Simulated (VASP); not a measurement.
A run of VASP 6.6.1 is set up as follows.

INCAR

```
SYSTEM = GePt
ALGO = Fast ; EDIFF = 1E-6
ENCUT = 520 ; GGA = PS
ISIF = 2 ; ISMEAR = 0
LASPH = .TRUE. ; LCHARG = .TRUE.
LELF = .TRUE. ; LREAL = .FALSE.
LVHAR = .TRUE. ; LWAVE = .FALSE.
NBANDS = 58 ; NELM = 80
PREC = Accurate ; SIGMA = 0.15
```

KPOINTS

```
k-points
0
G
  8 10 8
  0 0 0
```

The input POSCAR:

```
GePt
1.0
    5.7406005298      0.0000000000      0.0000000000
    0.0000000000      3.7003359901      0.0000000000
    0.0000000000      0.0000000000      6.0924385937
Ge Pt
4 4
Direct
    0.8151594238      0.7500000000      0.5880228910
    0.1848405762      0.2500000000      0.4119771090
    0.6848405762      0.2500000000      0.0880228910
    0.3151594238      0.7500000000      0.9119771090
    0.9992434718      0.7500000000      0.1911593642
    0.0007565282      0.2500000000      0.8088406358
    0.5007565282      0.2500000000      0.6911593642
    0.4992434718      0.7500000000      0.3088406358
```

Potentials or basis: VASP PAW PBE potentials, release 64 (Ge_d, Pt).

Command:

```console
$ cat potpaw_PBE.64/Ge_d/POTCAR potpaw_PBE.64/Pt/POTCAR > POTCAR
$ mpirun -np 1 vasp_std > vasp.out
```

Problem. Estimate the band gap on the k mesh.

Solution. Zero (bands 48 and 49 overlap by 1.48 eV).

Problem. Predict the largest force.

Solution. 0.010 eV/Å.

Problem. Estimate the pressure.

Solution. 0.0 GPa.

Stress tensor (GPa, compression positive):
```
 0.04  0.00  0.00
 0.00  0.10  0.00
 0.00  0.00 -0.16
```

Caveat: the PAW data sets were made with another functional, which shifts forces and pressure a little; spin-orbit coupling is left out, which moves the levels of the heavy elements.
